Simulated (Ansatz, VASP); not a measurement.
Two plane-wave programs on Sr3Ag

```
CELL_PARAMETERS angstrom
5.35002 0.00000 0.00000
0.00000 5.35002 0.00000
0.00000 0.00000 5.35002
ATOMIC_POSITIONS crystal
Sr 0.00000 0.50000 0.50000
Sr 0.50000 0.00000 0.50000
Sr 0.50000 0.50000 0.00000
Ag 0.00000 0.00000 0.00000
```

Alike in both runs: task single point; functional PBE; k mesh 4 × 4 × 4; no spin polarisation.

|  | VASP | Ansatz |
| --- | --- | --- |
| version | VASP 6.6.1 | Ansatz 0.2.0 |
| potentials or method | VASP PAW PBE potentials, release 64 (Sr_sv, Ag), cutoff 520 eV | plane waves, PAW |
| occupations | methfessel-paxton of order 1, width 0.1 eV | cold, width 0.1 eV |
| valence electrons in the cell | 41 | 49 |

|  | VASP | Ansatz | Ansatz less VASP |
| --- | --- | --- | --- |
| pressure (GPa) | 1.3 | 1.3 | -0.03 |

VASP's potentials hold 41 valence electrons a cell and Ansatz's 49, so a difference there can come from the potentials and not from the codes.
